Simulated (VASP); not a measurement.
Runs of VASP 6.6.1 on Si. The structure is that of space group P6/mmm (No. 191), or close to it. The cells are those of the table. This isn't the form of Si at room conditions, which is diamond.

```tsv
cell	gap on the mesh (eV)	pressure (GPa)
a = 2.527, b = 2.527, c = 2.492 Å, angles 90.0, 90.0, 120.0°, 1 atom	none	7.4
a = 2.527, b = 2.527, c = 2.314 Å, angles 90.0, 90.0, 120.0°, 1 atom	none	21.0
a = 2.527, b = 2.527, c = 2.254 Å, angles 90.0, 90.0, 120.0°, 1 atom	none	27.6
a = 2.527, b = 2.527, c = 2.373 Å, angles 90.0, 90.0, 120.0°, 1 atom	none	(b)
a = 2.527, b = 2.527, c = 2.432 Å, angles 90.0, 90.0, 120.0°, 1 atom	none	(a)
```

Alike in all rows: task single point; level LDA; potentials or basis VASP PAW LDA potentials, release 64 (Si); no spin polarisation; k mesh 16 × 16 × 14; cutoff (eV) 520; smearing fermi-dirac 0.1 eV.

Task: Estimate the missing entries.

Result: (a) 11.2; (b) 15.7.

Caveats: the cell stands under pressure.

A gap of «none» marks levels without a gap at the run's occupations.
